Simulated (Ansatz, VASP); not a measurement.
MoS2: VASP beside Ansatz

File INCAR:

```
PREC = Accurate
ENCUT = 600
EDIFF = 1E-6
ISMEAR = -1
SIGMA = 0.05
LREAL = False
LASPH = True
NELM = 100
ALGO = Normal
ISIF = 3
LWAVE = False
LCHARG = False
IBRION = 2
NSW = 80
EDIFFG = -0.01
```

Contents of KPOINTS:

```
Automatic mesh
0
Gamma
  8 8 2
```

Contents of POSCAR:

```
MoS2
1.0
    3.1690000000      0.0000000000      0.0000000000
   -1.5845000000      2.7444345046      0.0000000000
    0.0000000000      0.0000000000     12.3240000000
Mo S
2 4
Direct
    0.6666666667      0.3333333333      0.7500000000
    0.3333333333      0.6666666667      0.2500000000
    0.6666666667      0.3333333333      0.3770000000
    0.3333333333      0.6666666667      0.8770000000
    0.6666666667      0.3333333333      0.1230000000
    0.3333333333      0.6666666667      0.6230000000
```

input.yaml

```yaml
crystal:
  lattice:
    - [3.169, 0.0, 0.0]
    - [-1.5845, 2.7444345046, 0.0]
    - [0.0, 0.0, 12.324]
  atoms:
    - { symbol: Mo, position: [0.6666666667, 0.3333333333, 0.75] }
    - { symbol: Mo, position: [0.3333333333, 0.6666666667, 0.25] }
    - { symbol: S, position: [0.6666666667, 0.3333333333, 0.377] }
    - { symbol: S, position: [0.3333333333, 0.6666666667, 0.877] }
    - { symbol: S, position: [0.6666666667, 0.3333333333, 0.123] }
    - { symbol: S, position: [0.3333333333, 0.6666666667, 0.623] }
kpoints:
  mp_grid: { grid: [8, 8, 2] }
scf:
  occupations: { method: fermi_dirac, width: 0.05 }
hamiltonian:
  xc: lda
  pseudopotentials: { kind: all_electron, lapw: { basis_error: 0.002 } }
output:
  forces: true
  stress: true
relax:
  f_tol: 0.01
  max_steps: 60
  cell: {}
```

Alike in both runs: task relaxation of cell and atoms; functional LDA; k mesh 8 × 8 × 2; occupations fermi-dirac, width 0.05 eV; no spin polarisation.

|  | VASP | Ansatz |
| --- | --- | --- |
| version | VASP 6.6.1 | Ansatz 0.2.0 |
| potentials or method | VASP PAW LDA potentials, release 64 (Mo_sv, S), cutoff 600 eV | all-electron LAPW, scalar-relativistic |

VASP gave:

```
relaxed volume (Å³/atom)                                        : 17.00
relaxed length of the cell vector where the two differ most in proportion (Å) : 12.067
```

Q: Which values does Ansatz return?

A: Relaxed volume (Å³/atom): 17.00; relaxed length of the cell vector where the two differ most in proportion (Å): 12.081.

LDA's correlation is that of Perdew and Zunger in VASP and of Perdew and Wang (1992) in Ansatz. Ansatz ran all-electron here, and VASP with PAW potentials.
